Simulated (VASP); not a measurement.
The system is PbS.

```
Pb S
1.0
     2.06953    1.19485    3.38145
    -2.06953    1.19485    3.38145
     0.00000   -2.38969    3.38145
Pb S
1 1
Cartesian
  0.0000 0.0000 9.9472
  0.0000 0.0000 4.8189
```

Base run:

| Item | Value |
| --- | --- |
| Program | VASP 6.6.1 |
| Functional | r2SCAN |
| Potentials or basis | VASP PAW PBE potentials, release 64 (Pb_d, S) |
| Cutoff | 520 eV |
| k mesh | 8 × 8 × 8 |
| Occupations | fermi-dirac, width 0.05 eV |
| Spin | no spin polarisation |

Its results: band gap on the k mesh 0.48 eV; pressure 4.0 GPa; largest force 0.048 eV/Å.

**Question.** The run is repeated on the same cell with these changes: functional from r2SCAN to LDA; potentials or basis from VASP PAW PBE potentials, release 64 (Pb_d, S) to VASP PAW LDA potentials, release 64 (Pb_d, S). What comes out?

**Answer.** Band gap on the k mesh 0.12 eV; pressure -0.3 GPa; largest force 0.030 eV/Å.

Caveats: spin-orbit coupling is left out, which moves the levels of the heavy elements; the cell stands under pressure (at least some runs); the PAW data sets were made with another functional, which shifts forces and pressure a little (at least some runs).

A k mesh can miss the band edges.
